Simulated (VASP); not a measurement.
Set up this calculation in VASP 6.6.1, as the native input.

```
Task                   : single point
Functional             : PBEsol
Potentials or basis    : VASP PAW PBE potentials, release 64 (Re)
Cutoff                 : 520 eV
k mesh                 : 22 × 22 × 22
Occupations            : gaussian, width 0.15 eV
Spin                   : no spin polarisation
Dipole correction      : no
Further INCAR settings : ALGO = Fast; EDIFF = 1e-06; NBANDS = 10
```

The structure of Re lies in POSCAR:

```
Re
1.0
    0.0000000000      1.7596135467      2.4880935550
    1.7596135467      0.0000000000      2.4880935550
    1.7596135467      1.7596135467      0.0000000000
Re
1
Direct
    0.0000000000      0.0000000000      0.0000000000
```

This cell differs from its parent crystal: ratio of the length along z to the lengths across it x 1.414, volume and fractional coordinates fixed.

The input as run:

INCAR

```
ALGO = Fast
EDIFF = 1E-6
ENCUT = 520
GGA = PS
ISIF = 2
ISMEAR = 0
LASPH = True
LCHARG = False
LREAL = False
LWAVE = False
NBANDS = 10
NELM = 80
PREC = Accurate
SIGMA = 0.15
```

KPOINTS

```
k-points
0
Gamma
  22 22 22
```

Potentials or basis: VASP PAW PBE potentials, release 64 (Re).

The run is started by

```bash
$ cat potpaw_PBE.64/Re/POTCAR > POTCAR
$ mpirun -np 1 vasp_std > vasp.out
```

It gave:

- Pressure: 2.5 GPa

Caveat: the PAW data sets were made with another functional, which shifts forces and pressure a little.

Wall time 75 s on 1 thread of Intel(R) Xeon(R) Platinum 8488C (Sapphire Rapids), with other jobs on the host, peak memory 0.25 GiB.
